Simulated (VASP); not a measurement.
Input of a VASP 6.6.1 run:

POSCAR

```
PbSe
1.0
    0.0000000000      3.1458599489      3.1458599489
    3.1458599489      0.0000000000      3.1458599489
    3.1458599489      3.1458599489      0.0000000000
Pb Se
1 1
Direct
    0.0000000000      0.0000000000      0.0000000000
    0.5000000000      0.5000000000      0.5000000000
```

INCAR.step1

```
PREC = Accurate
ENCUT = 520
EDIFF = 1E-5
ISMEAR = -1
SIGMA = 0.05
LREAL = F
LASPH = T
NELM = 80
ALGO = Normal
ISIF = 2
LWAVE = T
LCHARG = F
GGA = PE
NBANDS = 17
```

The input INCAR.step2:

```
PREC = Accurate
ENCUT = 520
EDIFF = 1E-6
ISMEAR = -1
SIGMA = 0.05
LREAL = F
LASPH = T
NELM = 80
ALGO = Normal
ISIF = 2
LWAVE = F
LCHARG = F
GGA = PE
LHFCALC = T
HFSCREEN = 0.2079
PRECFOCK = Normal
ISTART = 1
NBANDS = 17
```

Contents of KPOINTS:

```
Automatic mesh
0
Gamma
  4 4 4
```

Potentials or basis: VASP PAW PBE potentials, release 64 (Pb_d, Se).

Run with:

```bash
$ cat potpaw_PBE.64/Pb_d/POTCAR potpaw_PBE.64/Se/POTCAR > POTCAR
$ cp INCAR.step1 INCAR
$ mpirun -np 1 vasp_std > vasp.out
$ cp INCAR.step2 INCAR
$ mpirun -np 1 vasp_std > vasp.out
```

Question: Estimate the pressure.

Answer: -2.7 GPa.

Question: What does it give for the band gap on the k mesh?

Answer: 0.99 eV.

Caveat: the k points lie up to 0.43 Å⁻¹ apart; the PAW data sets were made with another functional, which shifts forces and pressure a little; spin-orbit coupling is left out, which moves the levels of the heavy elements. A k mesh can miss the band edges.
